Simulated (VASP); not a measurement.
# Si3H2C2 in VASP: further runs, part 2 of 2

VASP 6.6.1. The steps go on from the part before.

### 3 Single point, LDA

INCAR reads:

```
SYSTEM = Si3H2C2
ALGO = Normal
DIPOL = 0.5 0.5 0.337
EDIFF = 1E-6
ENCUT = 520
IDIPOL = 3
ISIF = 2
ISMEAR = 0
LASPH = .True.
LCHARG = .False.
LDIPOL = .True.
LREAL = Auto
LWAVE = .False.
NBANDS = 64
NELM = 80
PREC = Accurate
SIGMA = 0.05
```

KPOINTS reads:

```
k-points
0
Gamma
  4 4 1
  0 0 0
```

POSCAR reads:

```
Si3H2C2
1.0
    6.1223116280      0.0000000000      0.0000000000
    0.0000000000      6.1223116280      0.0000000000
    0.0000000000      0.0000000000     18.0336064671
Si C H
12 8 8
Direct
    0.2500000000      0.2500000000      0.2691906584
    0.2500000000      0.7500000000      0.2691906584
    0.7500000000      0.2500000000      0.2691906584
    0.7500000000      0.7500000000      0.2691906584
    0.5002681093      0.5047587177      0.3906431311
    0.5002681093     -0.0047587177      0.3906431311
   -0.0002681135      0.5047587172      0.3906431856
   -0.0002681135     -0.0047587172      0.3906431856
    0.7500004764      0.7500000000      0.5116876909
    0.7500005184      0.2500000000      0.5122351131
    0.2499998143      0.7500000000      0.5231465148
    0.2500000160      0.2500000000      0.5004111845
    0.7500000000      0.5000000000      0.3292053881
    0.7500000000      0.0000000000      0.3292053881
    0.2500000000      0.5000000000      0.3292053881
    0.2500000000      0.0000000000      0.3292053881
    0.0031983966      0.7500000000      0.4501652607
   -0.0050935295      0.2500000000      0.4449998926
    0.4968017636      0.7500000000      0.4501654721
    0.5050938144      0.2500000000      0.4450001177
    0.1018236707      0.2500000000      0.2043633518
    0.3981348503      0.2500000000      0.2043580857
    0.3981348503      0.7500000000      0.2043580857
    0.1018236707      0.7500000000      0.2043633518
    0.6018651497      0.2500000000      0.2043580857
    0.8981763293      0.2500000000      0.2043633518
    0.8981763293      0.7500000000      0.2043633518
    0.6018651497      0.7500000000      0.2043580857
```

Potentials or basis: VASP PAW LDA potentials, release 64 (Si, C, H).

The run is started by

```sh
$ cat potpaw_LDA.64/Si/POTCAR potpaw_LDA.64/C/POTCAR potpaw_LDA.64/H/POTCAR > POTCAR
$ mpirun -np 1 vasp_std > vasp.out
```

Run time: 11 min. Hardware: 1 thread of Intel Xeon Platinum 8259CL at 2.50GHz (Skylake/Cascade Lake), shared host; peak memory 0.64 GiB.

It converged, with:

- Free energy: -169.6376 eV
- Largest force: 1.655 eV/Å
- Band gap on the k mesh: zero (bands 44 and 45 overlap by 1.24 eV)

Forces in eV/Å, atoms in the order of the input:
```
Si   0.001  0.000  1.238
Si   0.001  0.000  1.182
Si  -0.001  0.000  1.268
Si  -0.001  0.000  1.156
Si   0.004 -0.017 -0.012
Si   0.004  0.017 -0.012
Si  -0.004 -0.017 -0.012
Si  -0.004  0.017 -0.012
Si   0.000  0.000  0.015
Si   0.000  0.000  0.030
Si   0.000  0.000 -1.394
Si   0.000  0.000  1.655
C    0.000  0.266 -1.326
C    0.000 -0.266 -1.326
C    0.000  0.105 -1.254
C    0.000 -0.105 -1.254
C    0.009  0.000  0.029
C   -0.007  0.000  0.007
C   -0.009  0.000  0.029
C    0.007  0.000  0.007
H    0.020  0.000  0.006
H   -0.018  0.000  0.006
H    0.004  0.000 -0.008
H   -0.002  0.000 -0.007
H    0.013  0.000  0.015
H   -0.015  0.000  0.015
H   -0.005  0.000 -0.020
H    0.004  0.000 -0.021
```

Levels at points of the mesh, in eV from the Fermi level:
```tsv
k point	band 40	band 41	band 42	band 43	band 44	band 45	band 46	band 47	band 48	band 49
(0.00, 0.00, 0.00)	-1.56	-1.44	-0.81	-0.12	-0.09	-0.08	0.87	1.03	1.07	1.35
(0.50, 0.00, 0.00)	-2.45	-1.23	-1.22	-0.97	-0.92	-0.06	-0.06	1.47	1.49	1.74
(0.00, 0.50, 0.00)	-1.37	-1.21	-1.12	0.83	0.88	0.98	0.98	1.01	1.36	1.43
(0.50, 0.50, 0.00)	-2.32	-1.23	-1.22	-1.08	-1.02	1.36	1.60	1.67	1.90	2.15
```

### 4 Single point, LDA

INCAR reads:

```
PREC = Accurate ; ENCUT = 520
EDIFF = 1E-6 ; ISMEAR = 0
SIGMA = 0.05 ; LREAL = Auto
LASPH = T ; NELM = 60
ALGO = Normal ; ISIF = 2
LWAVE = F ; LCHARG = F
LDIPOL = T ; IDIPOL = 3
DIPOL = 0.5 0.5 0.338 ; GGA = CA
NBANDS = 64
```

KPOINTS reads:

```
Automatic mesh
0
Gamma
  4 4 1
```

POSCAR reads:

```
Si3H2C2
1.0
    6.1223116280      0.0000000000      0.0000000000
    0.0000000000      6.1223116280      0.0000000000
    0.0000000000      0.0000000000     18.0336064671
Si C H
12 8 8
Direct
    0.2500000000      0.2500000000      0.2691906584
    0.2500000000      0.7500000000      0.2691906584
    0.7500000000      0.2500000000      0.2691906584
    0.7500000000      0.7500000000      0.2691906584
    0.4982259185      0.5037935906      0.3929205174
    0.4982259185     -0.0037935906      0.3929205174
    0.0017744742      0.5037935589      0.3929204815
    0.0017744742     -0.0037935589      0.3929204815
    0.7500008304      0.7500000000      0.5118764661
    0.7500006955      0.2500000000      0.5125665812
    0.2499996574      0.7500000000      0.5342369198
    0.2499999083      0.2500000000      0.5120561097
    0.7500000000      0.5000000000      0.3292053881
    0.7500000000      0.0000000000      0.3292053881
    0.2500000000      0.5000000000      0.3292053881
    0.2500000000      0.0000000000      0.3292053881
    0.0063849136      0.7500000000      0.4533370598
    0.0004217441      0.2500000000      0.4489130351
    0.4936162155      0.7500000000      0.4533373851
    0.4995791597      0.2500000000      0.4489134019
    0.1018236707      0.2500000000      0.2043633518
    0.3981348503      0.2500000000      0.2043580857
    0.3981348503      0.7500000000      0.2043580857
    0.1018236707      0.7500000000      0.2043633518
    0.6018651497      0.2500000000      0.2043580857
    0.8981763293      0.2500000000      0.2043633518
    0.8981763293      0.7500000000      0.2043633518
    0.6018651497      0.7500000000      0.2043580857
```

The run is started by

```sh
$ cat potpaw_LDA.64/Si/POTCAR potpaw_LDA.64/C/POTCAR potpaw_LDA.64/H/POTCAR > POTCAR
$ mpirun -np 1 vasp_std > vasp.out
```

Wall time 12 min (1 thread of Intel Xeon Platinum 8259CL at 2.50GHz (Skylake/Cascade Lake), shared host); peak memory 0.64 GiB.

It converged, with:

```
Free energy            : -169.4612 eV
Largest force          : 2.339 eV/Å
Band gap on the k mesh : zero (bands 44 and 45 overlap by 1.26 eV)
```

Forces in eV/Å, atoms in the order of the input:
```
Si   0.001  0.000  1.352
Si   0.001  0.000  1.294
Si  -0.001  0.000  1.350
Si  -0.001  0.000  1.241
Si   0.003 -0.008 -0.010
Si   0.003  0.008 -0.010
Si  -0.003 -0.008 -0.010
Si  -0.003  0.008 -0.010
Si   0.000  0.000  0.009
Si   0.000  0.000  0.029
Si   0.000  0.000 -2.339
Si   0.000  0.000  0.256
C    0.000  0.216 -0.673
C    0.000 -0.216 -0.673
C    0.000  0.092 -0.967
C    0.000 -0.092 -0.967
C    0.017  0.000  0.031
C   -0.001  0.000  0.007
C   -0.017  0.000  0.031
C    0.001  0.000  0.007
H    0.020  0.000  0.007
H   -0.018  0.000  0.006
H   -0.006  0.000  0.004
H    0.008  0.000  0.004
H    0.009  0.000  0.019
H   -0.011  0.000  0.019
H   -0.014  0.000 -0.005
H    0.013  0.000 -0.005
```

Levels at points of the mesh, in eV from the Fermi level:
```
           k point  band 41  band 42  band 43  band 44  band 45  band 46  band 47  band 48
(0.00, 0.00, 0.00)    -1.38    -0.92    -0.37    -0.09    -0.02     0.93     1.07     1.12
(0.50, 0.00, 0.00)    -1.43    -1.11    -1.00    -0.91    -0.30     0.05     1.49     1.53
(0.00, 0.50, 0.00)    -1.22    -1.13     0.93     0.97     1.04     1.04     1.12     1.40
(0.50, 0.50, 0.00)    -1.45    -1.26    -1.10    -0.96     1.45     1.67     1.72     1.94
```

### 5 Single point, LDA

INCAR reads:

```
ALGO = Normal
DIPOL = 0.5 0.5 0.338
EDIFF = 1E-7
ENCUT = 520
GGA = CA
IDIPOL = 3
ISIF = 2
ISMEAR = 0
LASPH = T
LCHARG = F
LDIPOL = T
LREAL = Auto
LWAVE = F
NBANDS = 64
NELM = 80
PREC = Accurate
SIGMA = 0.05
```

KPOINTS reads:

```
k-points
0
Gamma
  4 4 1
```

POSCAR reads:

```
Si3H2C2
1.0
    6.1223116280      0.0000000000      0.0000000000
    0.0000000000      6.1223116280      0.0000000000
    0.0000000000      0.0000000000     18.0336064671
Si C H
12 8 8
Direct
    0.2500000000      0.2500000000      0.2691906584
    0.2500000000      0.7500000000      0.2691906584
    0.7500000000      0.2500000000      0.2691906584
    0.7500000000      0.7500000000      0.2691906584
    0.4979669651      0.4999999357      0.3930524848
    0.4979669651      0.0000000643      0.3930524848
    0.0020336705      0.4999998822      0.3930524654
    0.0020336705      0.0000001178      0.3930524654
    0.7500011603      0.7500000000      0.5122199223
    0.7500011603      0.2500000000      0.5122212152
    0.2500005268      0.7500000000      0.5231465148
    0.2500004983      0.2500000000      0.5231465148
    0.7500000000      0.5000000000      0.3292053881
    0.7500000000      0.0000000000      0.3292053881
    0.2500000000      0.5000000000      0.3292053881
    0.2500000000      0.0000000000      0.3292053881
    0.0043947594      0.7500000000      0.4515043808
    0.0043930040      0.2500000000      0.4515038483
    0.4956072167      0.7500000000      0.4515046690
    0.4956088009      0.2500000000      0.4515042178
    0.1018236707      0.2500000000      0.2043633518
    0.3981348503      0.2500000000      0.2043580857
    0.3981348503      0.7500000000      0.2043580857
    0.1018236707      0.7500000000      0.2043633518
    0.6018651497      0.2500000000      0.2043580857
    0.8981763293      0.2500000000      0.2043633518
    0.8981763293      0.7500000000      0.2043633518
    0.6018651497      0.7500000000      0.2043580857
```

The run is started by

```sh
$ cat potpaw_LDA.64/Si/POTCAR potpaw_LDA.64/C/POTCAR potpaw_LDA.64/H/POTCAR > POTCAR
$ mpirun -np 1 vasp_std > vasp.out
```

It took 13 min on 1 thread of Intel Xeon Platinum 8259CL at 2.50GHz (Skylake/Cascade Lake), shared host; peak memory 0.65 GiB.

It converged, with:

```
Free energy            : -169.7239 eV
Largest force          : 1.330 eV/Å
Band gap on the k mesh : zero (bands 44 and 45 overlap by 1.25 eV)
```

Forces in eV/Å, atoms in the order of the input:
```
Si   0.001  0.000  1.330
Si   0.001  0.000  1.330
Si  -0.001  0.000  1.299
Si  -0.001  0.000  1.299
Si   0.001  0.000  0.005
Si   0.001  0.000  0.005
Si  -0.001  0.000  0.005
Si  -0.001  0.000  0.005
Si   0.000  0.000  0.024
Si   0.000  0.000  0.024
Si   0.000  0.000 -1.153
Si   0.000  0.000 -1.153
C    0.000  0.000 -0.599
C    0.000  0.000 -0.599
C    0.000  0.000 -0.955
C    0.000  0.000 -0.955
C   -0.001  0.000  0.008
C   -0.001  0.000  0.008
C    0.001  0.000  0.008
C    0.001  0.000  0.008
H    0.014  0.000  0.006
H   -0.013  0.000  0.006
H   -0.013  0.000  0.006
H    0.014  0.000  0.006
H    0.011  0.000  0.008
H   -0.013  0.000  0.008
H   -0.013  0.000  0.008
H    0.011  0.000  0.008
```

Levels at points of the mesh, in eV from the Fermi level:
| k point | band 40 | band 41 | band 42 | band 43 | band 44 | band 45 | band 46 | band 47 | band 48 | band 49 |
| --- | --- | --- | --- | --- | --- | --- | --- | --- | --- | --- |
| (0.00, 0.00, 0.00) | -1.55 | -1.36 | -0.95 | -0.36 | -0.09 | 0.00 | 0.93 | 1.07 | 1.13 | 1.37 |
| (0.50, 0.00, 0.00) | -2.27 | -1.40 | -1.11 | -1.05 | -0.92 | -0.29 | 0.05 | 1.51 | 1.52 | 1.79 |
| (0.00, 0.50, 0.00) | -1.52 | -1.18 | -1.18 | 0.95 | 0.95 | 1.04 | 1.04 | 1.33 | 1.33 | 1.48 |
| (0.50, 0.50, 0.00) | -2.30 | -1.36 | -1.36 | -1.02 | -1.02 | 1.69 | 1.69 | 1.69 | 1.69 | 2.21 |

### 6 The runs side by side

| cell | gap on the mesh (eV) | largest force (eV/Å) |
| --- | --- | --- |
| as given, atomic positions A | none | 2.00 |
| as given, atomic positions B | none | 1.65 |
| as given, atomic positions C | none | 2.34 |
| as given, atomic positions D | none | 1.33 |

Alike in all rows: task single point; level LDA; potentials or basis VASP PAW LDA potentials, release 64 (Si, C, H); no spin polarisation; k mesh 4 × 4 × 1; cutoff (eV) 520; smearing gaussian 0.05 eV.

Total energies depend on the potentials used, so only differences within one code and one set of settings carry meaning.
